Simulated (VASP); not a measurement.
A run of VASP 6.6.1 is set up as follows.

POSCAR

```
CaSe
1.0
    5.0056779917      0.0000000000      0.0000000000
   -2.5028389959      4.3350443040      0.0000000000
    0.0000000000      0.0000000000      5.8755389731
Ca Se
2 2
Direct
    0.3333333333      0.6666666667      0.2500000000
    0.6666666667      0.3333333333      0.7500000000
    0.6666666667      0.3333333333      0.2500000000
    0.3333333333      0.6666666667      0.7500000000
```

Contents of INCAR.step1:

```
PREC = Accurate
ENCUT = 500
EDIFF = 1E-8
ISMEAR = 0
SIGMA = 0.01
LREAL = F
LASPH = T
NELM = 60
ALGO = Normal
LWAVE = T
LCHARG = F
GGA = PE
```

The input INCAR.step2:

```
PREC = Accurate
ENCUT = 500
EDIFF = 1E-8
ISMEAR = 0
SIGMA = 0.01
LREAL = F
LASPH = T
NELM = 1
ALGO = Exact
LWAVE = T
LCHARG = F
GGA = PE
NBANDS = 223
LOPTICS = T
ISTART = 1
```

INCAR.step3

```
PREC = Accurate
ENCUT = 500
EDIFF = 1E-8
ISMEAR = 0
SIGMA = 0.01
LREAL = F
LASPH = T
ALGO = EVGW0
LWAVE = F
LCHARG = F
GGA = PE
NELMGW = 1
NBANDS = 223
ENCUTGW = 80.0
NOMEGA = 96
PRECFOCK = Fast
ISTART = 1
NBANDSGW = 24
OMEGAMAX = 20
```

The input KPOINTS:

```
Automatic mesh
0
Gamma
  6 6 2
```

Potentials or basis: VASP PAW PBE potentials, release 64 (Ca_sv_GW, Se_GW).

Command:

```sh
$ cat potpaw_PBE.64/Ca_sv_GW/POTCAR potpaw_PBE.64/Se_GW/POTCAR > POTCAR
$ cp INCAR.step1 INCAR
$ mpirun -np 1 vasp_std > vasp.out
$ cp INCAR.step2 INCAR
$ mpirun -np 1 vasp_std > vasp.out
$ cp INCAR.step3 INCAR
$ mpirun -np 1 vasp_std > vasp.out
```

Question: Predict the quasiparticle gap.

Answer: 3.60 eV.

Question: Predict the least direct quasiparticle gap.

Answer: 3.60 eV.

Question: Estimate the least direct gap of the starting levels on the mesh.

Answer: 2.57 eV.

Question: Predict the band gap of the starting levels on the mesh.

Answer: 2.44 eV.

Caveat: the k points lie up to 0.53 Å⁻¹ apart; bands, screening cutoff and mesh are small and nothing is extrapolated, so the quasiparticle values aren't converged.
